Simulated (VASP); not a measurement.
## Ti3W: single point with PBE

The system is Ti3W.

```xyz
4
Lattice="2.7805 0.0000 0.0000 -1.3902 2.4080 0.0000 0.0000 0.0000 8.9800" Properties=species:S:1:pos:R:3 pbc="T T T"
Ti    0.0000    1.6053    4.4900
Ti    1.3902    0.8027    2.2450
Ti    1.3902    0.8027    6.7350
W     0.0000    1.6053    0.0000
```

```
Program             : VASP 6.6.1
Task                : single point
Functional          : PBE
Potentials or basis : VASP PAW PBE potentials, release 64 (Ti_sv, W_sv)
Cutoff              : 520 eV
k mesh              : 6 × 6 × 2
Occupations         : gaussian, width 0.1 eV
Spin                : no spin polarisation
```

| Quantity | Value |
| --- | --- |
| Pressure | 22.1 GPa |
| Largest force | 0.394 eV/Å |
| Band gap on the k mesh | zero (band 25 reaches 11.03 eV, above the bottom of band 26 at 10.17 eV) |

Forces on the atoms (eV/Å):
```
Ti   0.000  0.000  0.000
Ti   0.000  0.000  0.394
Ti   0.000  0.000 -0.394
W    0.000  0.000  0.000
```

Stress tensor (GPa, compression positive):
```
20.26  0.00  0.00
 0.00 20.26  0.00
 0.00  0.00 25.65
```

Levels at points of the mesh, in eV from the Fermi level:
```
           k point  band 20  band 21  band 22  band 23  band 24  band 25  band 26  band 27  band 28  band 29
(0.00, 0.00, 0.00)    -3.69    -0.77    -0.46    -0.46    -0.07     0.61     0.61     0.72     0.85     0.85
(0.50, 0.00, 0.00)    -2.70    -2.55    -1.64    -1.27    -0.50     0.13     0.49     1.14     1.73     1.76
(0.00, 0.00, 0.50)    -3.30    -0.47    -0.47    -0.46     0.20     0.35     0.56     0.58     0.58     0.95
(0.50, 0.00, 0.50)    -2.60    -1.77    -1.77    -1.44    -1.21     0.33     0.78     1.01     1.10     1.74
```

Run time: 37 s on 1 thread of Intel(R) Xeon(R) Platinum 8259CL CPU @ 2.50GHz (Skylake/Cascade Lake), on a shared host, peak memory 0.2 GiB.

Caveat: the k points lie up to 0.43 Å⁻¹ apart; spin-orbit coupling is left out, which moves the levels of the heavy elements.
